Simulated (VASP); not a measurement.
Set up this calculation in VASP 6.6.1, as the native input.

| Item | Value |
| --- | --- |
| Task | single point |
| Functional | PBE |
| Dispersion | D3(BJ) |
| Potentials or basis | VASP PAW PBE potentials, release 64 (Se) |
| Cutoff | 520 eV |
| k mesh | 12 × 12 × 8 |
| Occupations | gaussian, width 0.05 eV |
| Spin | no spin polarisation |
| Dipole correction | no |
| Further INCAR settings | ALGO = Normal; EDIFF = 1e-06; NBANDS = 16 |

The structure of Se lies in POSCAR:

```
Se
1.0
    4.1950301001      0.0000000000      0.0000000000
   -2.0975150501      3.6330026364      0.0000000000
    0.0000000000      0.0000000000      5.0793424452
Se
3
Direct
    0.2473450691      0.0000000000      0.3333333333
    0.0000000000      0.2473450691      0.6666666667
    0.7526549309      0.7526549309      0.0000000000
```

These files were run (other wordings do the same):

INCAR

```
PREC     = Accurate       # precision mode
ENCUT    = 520            # plane-wave cutoff, eV
EDIFF    = 1E-6           # SCF threshold, eV
ISMEAR   = 0              # smearing method
SIGMA    = 0.05           # smearing width, eV
LREAL    = F              # projectors in reciprocal space
LASPH    = T              # aspherical terms in the spheres
NELM     = 80             # most SCF steps
ALGO     = Normal         # electronic algorithm
ISIF     = 2              # what is computed and relaxed
LWAVE    = F              # write WAVECAR
LCHARG   = T              # write CHGCAR
GGA      = PE             # functional
IVDW     = 12             # dispersion correction
LELF     = T              # ELF
LVHAR    = T            
NBANDS   = 16             # bands
```

KPOINTS

```
regular mesh
0
Gamma
  12 12 8
```

Potentials or basis: VASP PAW PBE potentials, release 64 (Se).

Launch:

```console
$ cat potpaw_PBE.64/Se/POTCAR > POTCAR
$ mpirun -np 1 vasp_std > vasp.out
```

It gave:

```yaml
Pressure: -2.2 GPa
Largest_force: 0.332 eV/Å
Band_gap_on_the_k_mesh: 0.69 eV (least direct gap 0.79 eV)
Dispersion_energy_per_atom: -0.337 eV
```

It took 45 s on 1 thread of Intel(R) Xeon(R) 6975P-C (Granite Rapids), on a shared host, peak memory 0.28 GiB.
